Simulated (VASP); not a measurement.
Set up this calculation in VASP 6.6.1, as the native input.

- Task: relaxation of cell and atoms
- Functional: PBE
- Potentials or basis: VASP PAW PBE potentials, release 64 (Mg, Cd, S)
- Cutoff: 600 eV
- k mesh: 8 × 8 × 8
- Occupations: gaussian, width 0.02 eV
- Spin: no spin polarisation
- Dipole correction: no
- Further INCAR settings: ALGO = Normal; EDIFF = 1e-07; IBRION = 2; EDIFFG = -0.01; NSW = 100; ISIF = 3

The structure of Mg3CdS4 lies in POSCAR:

```
Mg3CdS4
1.0
   -2.6530940000      2.6530940000      5.3162269000
    2.6530940000     -2.6530940000      5.3162269000
    2.6530940000      2.6530940000     -5.3162269000
Mg Cd S
3 1 4
Direct
    0.0000000000      0.0000000000      0.0000000000
    0.7500000000      0.2500000000      0.5000000000
    0.2500000000      0.7500000000      0.5000000000
    0.5000000000      0.5000000000      0.0000000000
    0.7578280000      0.7578280000      0.0000000000
    0.2421720000      0.2421720000      0.0000000000
    0.5000000000      0.0000000000      0.5000000000
    0.0000000000      0.5000000000      0.5000000000
```

These files were run (other wordings do the same):

INCAR

```
SYSTEM = Mg3CdS4
ALGO     = Normal         ! electronic algorithm
EDIFF    = 1E-7           ! SCF threshold, eV
EDIFFG   = -0.01          ! ionic threshold
ENCUT    = 600            ! plane-wave cutoff, eV
GGA      = PE             ! functional
IBRION   = 2              ! ionic algorithm
ISIF     = 3              ! what is computed and relaxed
ISMEAR   = 0              ! smearing method
LASPH    = .TRUE.         ! aspherical terms in the spheres
LCHARG   = .FALSE.        ! write CHGCAR
LREAL    = .FALSE.        ! projectors in reciprocal space
LWAVE    = .FALSE.        ! write WAVECAR
NELM     = 80             ! most SCF steps
NSW      = 100            ! ionic steps
PREC     = Accurate       ! precision mode
SIGMA    = 0.02           ! smearing width, eV
```

KPOINTS

```
k-points
0
G
  8 8 8
  0 0 0
```

Potentials or basis: VASP PAW PBE potentials, release 64 (Mg, Cd, S).

Run with:

```sh
$ cat potpaw_PBE.64/Mg/POTCAR potpaw_PBE.64/Cd/POTCAR potpaw_PBE.64/S/POTCAR > POTCAR
$ mpirun -np 1 vasp_std > vasp.out
```

Results of the run:

| Item | Value |
| --- | --- |
| Relaxed volume | 18.69 Å³/atom |
| Relaxed cell | a = 6.504 Å, b = 6.504 Å, c = 6.504 Å, α = 131.86°, β = 131.86°, γ = 70.44° |
| Space group after relaxing (to 0.1 Å) | I4/mmm (No. 139) |
| Energy gained by relaxing | 0.0 meV/atom |
| Ionic steps | 4 |
| Pressure after relaxing | 0.0 GPa |
| Largest force after relaxing | 0.008 eV/Å |
| Band gap on the k mesh | 0.94 eV (least direct gap 1.87 eV) |

Run time: 8.5 min on 1 thread of Intel(R) Xeon(R) 6975P-C (Granite Rapids), on a shared host, peak memory 0.61 GiB.
